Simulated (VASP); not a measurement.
# KF (Carobbiite) (Fm-3m) in VASP: notebook

Runs on KF (Carobbiite). Level: r2SCAN. Tasks: single point.

All numbers are computed with VASP 6.6.1; they aren't measurements. Logs are shortened: lines on timing, memory, paths and dates and some standing lists are left out, and cuts for length are marked.

## Step 1: The cell of the first run

Symmetry: Fm-3m, No. 225, cubic system. Conventional cell: a = 5.318 Å, b = 5.318 Å, c = 5.318 Å, α = 90.00°, β = 90.00°, γ = 90.00°. K (site symmetry m-3m) has 6 F at 2.66 Å within 3.5 Å. F (site symmetry m-3m) has 6 K at 2.66 Å within 3.5 Å.

## Step 2: Single point, r2SCAN

Contents of POSCAR:

```
KF
1.0
    0.0000000000      2.6590552816      2.6590552816
    2.6590552816      0.0000000000      2.6590552816
    2.6590552816      2.6590552816      0.0000000000
K F
1 1
Direct
    0.0000000000      0.0000000000      0.0000000000
    0.5000000000      0.5000000000      0.5000000000
```

Contents of INCAR.step1:

```
SYSTEM = KF
PREC = Accurate ; ENCUT = 520
ISMEAR = -1 ; SIGMA = 0.02
LREAL = .FALSE. ; LASPH = .TRUE.
NELM = 60 ; NBANDS = 15
GGA = PE ; ALGO = Normal
EDIFF = 1E-4 ; LWAVE = .TRUE.
LCHARG = .FALSE.
```

Contents of INCAR.step2:

```
SYSTEM = KF
PREC = Accurate ; ENCUT = 520
EDIFF = 1E-7 ; ISMEAR = -1
SIGMA = 0.02 ; LREAL = .FALSE.
LASPH = .TRUE. ; NELM = 60
ALGO = Normal ; ISIF = 2
LWAVE = .FALSE. ; LCHARG = .TRUE.
METAGGA = R2SCAN ; LMIXTAU = .TRUE.
LELF = .TRUE. ; LVHAR = .TRUE.
NBANDS = 15 ; ISTART = 1
```

Contents of KPOINTS:

```
Automatic mesh
0
G
  8 8 8
  0 0 0
```

Potentials or basis: VASP PAW PBE potentials, release 64 (K_sv, F).

Run with:

```bash
$ cat potpaw_PBE.64/K_sv/POTCAR potpaw_PBE.64/F/POTCAR > POTCAR
$ cp INCAR.step1 INCAR
$ mpirun -np 1 vasp_std > vasp.out
$ cp INCAR.step2 INCAR
$ mpirun -np 1 vasp_std > vasp.out
```

OUTCAR:

```text
SYSTEM = KF
   PREC = Accurate
   ENCUT = 520
   EDIFF = 1E-7
   ISMEAR = -1
   LREAL = .FALSE.
   LASPH = .TRUE.
   NELM = 60
   ISIF = 2
   METAGGA = R2SCAN
   ISTART = 1

 ion  position               nearest neighbor table
   1  0.000  0.000  0.000-   2 2.66   2 2.66   2 2.66   2 2.66   2 2.66   2 2.66
   2  0.500  0.500  0.500-   1 2.66   1 2.66   1 2.66   1 2.66   1 2.66   1 2.66

  LATTYP: Found a face centered cubic cell.
 ALAT       =     5.3181105632

  Lattice vectors:

 A1 = (   0.0000000000,   2.6590552816,   2.6590552816)
 A2 = (   2.6590552816,   0.0000000000,   2.6590552816)
 A3 = (   2.6590552816,   2.6590552816,   0.0000000000)

Analysis of symmetry for initial positions (statically):
=====================================================================
 Subroutine PRICEL returns:
 Original cell was already a primitive cell.

 Routine SETGRP: Setting up the symmetry group for a
 face centered cubic supercell.

 Subroutine GETGRP returns: Found 48 space group operations
 (whereof 48 operations were pure point group operations)
 out of a pool of 48 trial point group operations.

The static configuration has the point symmetry O_h .

Analysis of symmetry for dynamics (positions and initial velocities):
=====================================================================
 Subroutine PRICEL returns:
 Original cell was already a primitive cell.

 Routine SETGRP: Setting up the symmetry group for a
 face centered cubic supercell.

 Subroutine GETGRP returns: Found 48 space group operations
 (whereof 48 operations were pure point group operations)
 out of a pool of 48 trial point group operations.

The dynamic configuration has the point symmetry O_h .

 Subroutine INISYM returns: Found 48 space group operations
 (whereof 48 operations are pure point group operations),
 and found     1 'primitive' translations

----------------------------------------------------------------------------------------

                                     Primitive cell

  volume of cell :      37.6021

  direct lattice vectors                    reciprocal lattice vectors
     0.000000000  2.659055282  2.659055282    -0.188036707  0.188036707  0.188036707
     2.659055282  0.000000000  2.659055282     0.188036707 -0.188036707  0.188036707
     2.659055282  2.659055282  0.000000000     0.188036707  0.188036707 -0.188036707

  length of vectors
     3.760472042  3.760472042  3.760472042     0.325689131  0.325689131  0.325689131

  position of ions in fractional coordinates (direct lattice)
     0.000000000  0.000000000  0.000000000
     0.500000000  0.500000000  0.500000000

  ion indices of the primitive-cell ions
   primitive index   ion index
                 1           1
                 2           2

----------------------------------------------------------------------------------------

 KPOINTS: Automatic mesh

Automatic generation of k-mesh.
 Grid dimensions read from file:
 generate k-points for:    8    8    8

 Generating k-lattice:

  Cartesian coordinates                     Fractional coordinates (reciprocal lattice)
    -0.023504588  0.023504588  0.023504588     0.125000000  0.000000000  0.000000000
     0.023504588 -0.023504588  0.023504588     0.000000000  0.125000000  0.000000000
     0.023504588  0.023504588 -0.023504588     0.000000000  0.000000000  0.125000000

  Length of vectors
     0.040711141  0.040711141  0.040711141

  Shift w.r.t. Gamma in fractional coordinates (k-lattice)
     0.000000000  0.000000000  0.000000000

 Subroutine IBZKPT returns following result:
 ===========================================

 Found     29 irreducible k-points:

 Following reciprocal coordinates:
            Coordinates               Weight
  0.000000  0.000000  0.000000      1.000000
  0.125000  0.000000  0.000000      8.000000
  0.250000  0.000000  0.000000      8.000000
  0.375000  0.000000  0.000000      8.000000
  0.500000  0.000000  0.000000      4.000000
  0.125000  0.125000  0.000000      6.000000
[... 16 lines left out ...]
[... 45 lines left out ...]
 cond. band min:       3.5947793082   @ k =   0.0000   0.0000   0.0000
 fundamental gap:      6.9070961937
 Fermi energy:        -2.8446952852

 k-point     1 :       0.0000    0.0000    0.0000
  band No.  band energies     occupation
      1     -30.3954      2.00000
      2     -23.1088      2.00000
      3     -12.8702      2.00000
      4     -12.8702      2.00000
      5     -12.8702      2.00000
      6      -3.3123      2.00000
      7      -3.3123      2.00000
      8      -3.3123      2.00000
      9       3.5948      0.00000
     10       8.1800      0.00000
     11       8.1800      0.00000
     12       8.1800      0.00000
     13      10.0613      0.00000
     14      10.0613      0.00000
     15      13.9761      0.00000

 k-point     2 :       0.1250    0.0000    0.0000
  band No.  band energies     occupation
      1     -30.3807      2.00000
      2     -23.1228      2.00000
      3     -12.9122      2.00000
      4     -12.8756      2.00000
      5     -12.8756      2.00000
      6      -3.4477      2.00000
      7      -3.3650      2.00000
      8      -3.3650      2.00000
      9       4.0324      0.00000
     10       7.8792      0.00000
     11       8.3998      0.00000
     12       8.3998      0.00000
     13      10.2114      0.00000
     14      10.2114      0.00000
     15      14.8077      0.00000

 k-point     3 :       0.2500    0.0000    0.0000
  band No.  band energies     occupation
      1     -30.3450      2.00000
      2     -23.1558      2.00000
      3     -13.0125      2.00000
      4     -12.8884      2.00000
      5     -12.8884      2.00000
      6      -3.7386      2.00000
      7      -3.4895      2.00000
      8      -3.4895      2.00000
      9       5.1207      0.00000
     10       7.4787      0.00000
     11       8.9497      0.00000
     12       8.9497      0.00000
     13      10.6731      0.00000
     14      10.6731      0.00000
     15      16.1123      0.00000
[... 343 lines left out ...]
 k-point    23 :       0.5000    0.2500    0.1250
  band No.  band energies     occupation
      1     -30.2931      2.00000
      2     -23.1754      2.00000
      3     -13.1544      2.00000
      4     -13.0754      2.00000
      5     -12.9357      2.00000
      6      -3.8644      2.00000
      7      -3.6091      2.00000
      8      -3.4658      2.00000
      9       6.6091      0.00000
     10       7.0329      0.00000
     11       9.3978      0.00000
     12      10.1813      0.00000
     13      11.2377      0.00000
     14      12.2156      0.00000
     15      14.1775      0.00000

 k-point    24 :      -0.3750    0.2500    0.1250
  band No.  band energies     occupation
      1     -30.2816      2.00000
      2     -23.1812      2.00000
      3     -13.2000      2.00000
      4     -13.0921      2.00000
      5     -12.9436      2.00000
      6      -3.8706      2.00000
      7      -3.5878      2.00000
      8      -3.5620      2.00000
      9       6.7515      0.00000
     10       7.4686      0.00000
     11       9.3604      0.00000
     12      10.3611      0.00000
     13      11.7281      0.00000
     14      12.7671      0.00000
     15      13.2218      0.00000

 [... further k-points ...]
[... 5 lines left out ...]
  --------------------------------------------------------------------------------------
  -------------------------------------------------------------------------------------
  Total       -0.0090390     -0.0090390     -0.0090390      0.0000000      0.0000000     -0.0000000
  in kB       -0.3851400     -0.3851400     -0.3851400      0.0000000      0.0000000     -0.0000000
  external PRESSURE =      -0.3851400 kB  Pullay stress =       0.0000000 kB

 VOLUME and BASIS-vectors are now :
 -----------------------------------------------------------------------------
  energy-cutoff  :      520.00
  volume of cell :       37.60
      direct lattice vectors                 reciprocal lattice vectors
     0.000000000  2.659055282  2.659055282    -0.188036707  0.188036707  0.188036707
     2.659055282  0.000000000  2.659055282     0.188036707 -0.188036707  0.188036707
     2.659055282  2.659055282  0.000000000     0.188036707  0.188036707 -0.188036707

 POSITION                                       TOTAL-FORCE (eV/Angst)
 -----------------------------------------------------------------------------------
      0.00000      0.00000      0.00000         0.000000      0.000000      0.000000
      2.65906      2.65906      2.65906        -0.000000     -0.000000     -0.000000
 -----------------------------------------------------------------------------------
    total drift:                                0.000000      0.000000      0.000000

  FREE ENERGIE OF THE ION-ELECTRON SYSTEM (eV)
  ---------------------------------------------------
  free  energy   TOTEN  =       -14.9729154359 eV

  energy  without entropy=      -14.9729154359  energy(sigma->0) =      -14.97291544
```

Run time: 48 s. Hardware: 1 thread of Intel Xeon 6975P-C (Granite Rapids), shared host; peak memory 0.16 GiB.

Results:

* Free energy: -14.9729 eV
* Pressure: 0.0 GPa
* Band gap on the k mesh: 6.91 eV, direct

Caveat: the PAW data sets were made with another functional, which shifts forces and pressure a little. r2SCAN opens gaps a little over a GGA but as a rule still falls short of measured ones.

## Step 3: Single point, r2SCAN

This run uses another cell than the first one, of 17.67 Å³/atom, 0.940 times its volume.

Contents of POSCAR:

```
KF
1.0
    0.0000000000      2.6047736200      2.6047736200
    2.6047736200      0.0000000000      2.6047736200
    2.6047736200      2.6047736200      0.0000000000
K F
1 1
Direct
    0.0000000000      0.0000000000      0.0000000000
    0.5000000000      0.5000000000      0.5000000000
```

Contents of INCAR.step1:

```
PREC     = Accurate       # precision mode
ENCUT    = 520            # plane-wave cutoff, eV
ISMEAR   = -1             # smearing method
SIGMA    = 0.02           # smearing width, eV
LREAL    = F              # projectors in reciprocal space
LASPH    = T              # aspherical terms in the spheres
NELM     = 80             # most SCF steps
NBANDS   = 15             # bands
GGA      = PE             # functional
ALGO     = Normal         # electronic algorithm
EDIFF    = 1E-4           # SCF threshold, eV
LWAVE    = T              # write WAVECAR
LCHARG   = F              # write CHGCAR
```

Contents of INCAR.step2:

```
PREC     = Accurate       # precision mode
ENCUT    = 520            # plane-wave cutoff, eV
EDIFF    = 1E-7           # SCF threshold, eV
ISMEAR   = -1             # smearing method
SIGMA    = 0.02           # smearing width, eV
LREAL    = F              # projectors in reciprocal space
LASPH    = T              # aspherical terms in the spheres
NELM     = 80             # most SCF steps
ALGO     = Normal         # electronic algorithm
ISIF     = 2              # what is computed and relaxed
LWAVE    = F              # write WAVECAR
LCHARG   = T              # write CHGCAR
METAGGA  = R2SCAN         # meta-GGA
LMIXTAU  = T            
LELF     = T              # ELF
LVHAR    = T            
NBANDS   = 15             # bands
ISTART   = 1
```

Contents of KPOINTS:

```
Automatic mesh
0
Gamma
  10 10 10
```

Potentials or basis: VASP PAW PBE potentials, release 64 (K_sv, F).

Run with:

```bash
$ cat potpaw_PBE.64/K_sv/POTCAR potpaw_PBE.64/F/POTCAR > POTCAR
$ cp INCAR.step1 INCAR
$ mpirun -np 1 vasp_std > vasp.out
$ cp INCAR.step2 INCAR
$ mpirun -np 1 vasp_std > vasp.out
```

Run time: 82 s. Hardware: 1 thread of Intel Xeon 6975P-C (Granite Rapids), shared host; peak memory 0.17 GiB.

The run converged. Its results:

```yaml
Free_energy: -14.9530 eV
Pressure: 2.6 GPa
Band_gap_on_the_k_mesh: 7.26 eV, direct
```

Levels at points of the mesh, in eV from the valence-band top:
```tsv
k point	band 4	band 5	band 6	band 7	band 8	band 9	band 10	band 11	band 12	band 13
(0.00, 0.00, 0.00)	-9.34	-9.34	0.00	0.00	0.00	7.26	11.66	11.66	11.66	13.63
(0.50, 0.00, 0.00)	-9.38	-9.38	-0.85	-0.40	-0.40	10.00	11.84	13.29	13.29	15.80
(0.50, 0.50, 0.00)	-9.61	-9.61	-0.16	-0.03	-0.03	8.82	11.66	13.07	15.04	15.60
```

Caveat: the PAW data sets were made with another functional, which shifts forces and pressure a little. r2SCAN opens gaps a little over a GGA but as a rule still falls short of measured ones.

## Step 4: Single point, r2SCAN

This run uses another cell than the first one, of 18.05 Å³/atom, 0.960 times its volume.

Contents of POSCAR:

```
KF
1.0
    0.0000000000      2.6231177000      2.6231177000
    2.6231177000      0.0000000000      2.6231177000
    2.6231177000      2.6231177000      0.0000000000
K F
1 1
Direct
    0.0000000000      0.0000000000      0.0000000000
    0.5000000000      0.5000000000      0.5000000000
```

INCAR.step1 is that of step 3.

Edit INCAR.step2 of step 3 so:

```diff
@@ -2,3 +2,3 @@
 ENCUT    = 520            # plane-wave cutoff, eV
-EDIFF    = 1E-7           # SCF threshold, eV
+EDIFF    = 1E-6           # SCF threshold, eV
 ISMEAR   = -1             # smearing method
@@ -11,7 +11,5 @@
 LWAVE    = F              # write WAVECAR
-LCHARG   = T              # write CHGCAR
+LCHARG   = F              # write CHGCAR
 METAGGA  = R2SCAN         # meta-GGA
 LMIXTAU  = T            
-LELF     = T              # ELF
-LVHAR    = T            
 NBANDS   = 15             # bands
```

Contents of KPOINTS:

```
regular mesh
0
Gamma
  10 10 10
```

Run with:

```bash
$ cat potpaw_PBE.64/K_sv/POTCAR potpaw_PBE.64/F/POTCAR > POTCAR
$ cp INCAR.step1 INCAR
$ mpirun -np 1 vasp_std > vasp.out
$ cp INCAR.step2 INCAR
$ mpirun -np 1 vasp_std > vasp.out
```

Wall time 67 s (1 thread of Intel Xeon 6975P-C (Granite Rapids), shared host); peak memory 0.17 GiB.

The run converged. Its results:

```
Free energy            : -14.9638 eV
Pressure               : 1.6 GPa
Band gap on the k mesh : 7.13 eV, direct
```

Levels at points of the mesh, in eV from the valence-band top:
| k point | band 6 | band 7 | band 8 | band 9 | band 10 | band 11 |
| --- | --- | --- | --- | --- | --- | --- |
| (0.00, 0.00, 0.00) | 0.00 | 0.00 | 0.00 | 7.13 | 11.60 | 11.60 |
| (0.50, 0.00, 0.00) | -0.83 | -0.38 | -0.38 | 9.91 | 11.68 | 13.19 |
| (0.50, 0.50, 0.00) | -0.17 | -0.04 | -0.04 | 8.80 | 11.54 | 12.89 |

Caveat: the PAW data sets were made with another functional, which shifts forces and pressure a little.

## Step 5: Single point, r2SCAN

This run uses another cell than the first one, of 18.43 Å³/atom, 0.980 times its volume.

Contents of POSCAR:

```
KF
1.0
    0.0000000000      2.6412087400      2.6412087400
    2.6412087400      0.0000000000      2.6412087400
    2.6412087400      2.6412087400      0.0000000000
K F
1 1
Direct
    0.0000000000      0.0000000000      0.0000000000
    0.5000000000      0.5000000000      0.5000000000
```

Contents of INCAR.step1:

```
SYSTEM = KF
ALGO = Normal
EDIFF = 1E-4
ENCUT = 520
GGA = PE
ISMEAR = -1
LASPH = .True.
LCHARG = .False.
LREAL = .False.
LWAVE = .True.
NBANDS = 15
NELM = 80
PREC = Accurate
SIGMA = 0.02
```

Contents of INCAR.step2:

```
SYSTEM = KF
ALGO = Normal
EDIFF = 1E-6
ENCUT = 520
ISIF = 2
ISMEAR = -1
ISTART = 1
LASPH = .True.
LCHARG = .False.
LMIXTAU = .True.
LREAL = .False.
LWAVE = .False.
METAGGA = R2SCAN
NBANDS = 15
NELM = 80
PREC = Accurate
SIGMA = 0.02
```

Contents of KPOINTS:

```
k-points
0
Gamma
  10 10 10
  0 0 0
```

Run with:

```bash
$ cat potpaw_PBE.64/K_sv/POTCAR potpaw_PBE.64/F/POTCAR > POTCAR
$ cp INCAR.step1 INCAR
$ mpirun -np 1 vasp_std > vasp.out
$ cp INCAR.step2 INCAR
$ mpirun -np 1 vasp_std > vasp.out
```

It took 61 s on 1 thread of Intel Xeon 6975P-C (Granite Rapids), shared host; peak memory 0.17 GiB.

It converged, with:

```yaml
Free_energy: -14.9703 eV
Pressure: 0.7 GPa
Band_gap_on_the_k_mesh: 7.02 eV, direct
```

Levels at points of the mesh, in eV from the valence-band top:
```
           k point  band 4  band 5  band 6  band 7  band 8  band 9  band 10  band 11  band 12  band 13
(0.00, 0.00, 0.00)   -9.49   -9.49    0.00    0.00    0.00    7.02    11.55    11.55    11.55    13.46
(0.50, 0.00, 0.00)   -9.52   -9.52   -0.80   -0.36   -0.36    9.82    11.51    13.09    13.09    15.52
(0.50, 0.50, 0.00)   -9.72   -9.72   -0.18   -0.04   -0.04    8.79    11.42    12.71    14.81    15.34
```

Caveat: the PAW data sets were made with another functional, which shifts forces and pressure a little. r2SCAN opens gaps a little over a GGA but as a rule still falls short of measured ones.

## Step 6: Single point, r2SCAN

Contents of POSCAR:

```
KF
1.0
    0.0000000000      2.6590552800      2.6590552800
    2.6590552800      0.0000000000      2.6590552800
    2.6590552800      2.6590552800      0.0000000000
K F
1 1
Direct
    0.0000000000      0.0000000000      0.0000000000
    0.5000000000      0.5000000000      0.5000000000
```

Contents of INCAR.step1:

```
PREC = Accurate
ENCUT = 520
ISMEAR = -1
SIGMA = 0.02
LREAL = False
LASPH = True
NELM = 60
NBANDS = 15
GGA = PE
ALGO = Normal
EDIFF = 1E-4
LWAVE = True
LCHARG = False
```

Contents of INCAR.step2:

```
PREC = Accurate
ENCUT = 520
EDIFF = 1E-7
ISMEAR = -1
SIGMA = 0.02
LREAL = False
LASPH = True
NELM = 60
ALGO = Normal
ISIF = 2
LWAVE = False
LCHARG = False
METAGGA = R2SCAN
LMIXTAU = True
NBANDS = 15
ISTART = 1
```

Contents of KPOINTS:

```
Automatic mesh
0
Gamma
  10 10 10
```

Potentials or basis: VASP PAW PBE potentials, release 64 (K_sv, F).

Run with:

```bash
$ cat potpaw_PBE.64/K_sv/POTCAR potpaw_PBE.64/F/POTCAR > POTCAR
$ cp INCAR.step1 INCAR
$ mpirun -np 1 vasp_std > vasp.out
$ cp INCAR.step2 INCAR
$ mpirun -np 1 vasp_std > vasp.out
```

Run time: 74 s. Hardware: 1 thread of Intel Xeon 6975P-C (Granite Rapids), shared host; peak memory 0.17 GiB.

It converged, with:

```
Free energy            : -14.9729 eV
Pressure               : 0.0 GPa
Band gap on the k mesh : 6.91 eV, direct
```

Levels at points of the mesh, in eV from the valence-band top:
```
           k point  band 5  band 6  band 7  band 8  band 9  band 10  band 11  band 12
(0.00, 0.00, 0.00)   -9.56    0.00    0.00    0.00    6.91    11.49    11.49    11.49
(0.50, 0.00, 0.00)   -9.59   -0.78   -0.35   -0.35    9.74    11.36    12.99    12.99
(0.50, 0.50, 0.00)   -9.78   -0.20   -0.05   -0.05    8.78    11.31    12.54    14.71
```

Caveat: the PAW data sets were made with another functional, which shifts forces and pressure a little. A k mesh can miss the band edges.

## Step 7: Overview

| cell | k mesh | gap on the mesh (eV) | pressure (GPa) |
| --- | --- | --- | --- |
| a = 3.760 Å, angles 60.0°, 2 atoms | 8 × 8 × 8 | 6.91 | 0.0 |
| a = 3.684 Å, angles 60.0°, 2 atoms | 10 × 10 × 10 | 7.26 | 2.6 |
| a = 3.710 Å, angles 60.0°, 2 atoms | 10 × 10 × 10 | 7.13 | 1.6 |
| a = 3.735 Å, angles 60.0°, 2 atoms | 10 × 10 × 10 | 7.02 | 0.7 |
| a = 3.760 Å, angles 60.0°, 2 atoms | 10 × 10 × 10 | 6.91 | 0.0 |

Alike in all rows: task single point; level r2SCAN; potentials or basis VASP PAW PBE potentials, release 64 (K_sv, F); no spin polarisation; cutoff (eV) 520; smearing fermi-dirac 0.02 eV.

Caveats: the PAW data sets were made with another functional, which shifts forces and pressure a little.

Total energies depend on the potentials used, so only differences within one code and one set of settings carry meaning.
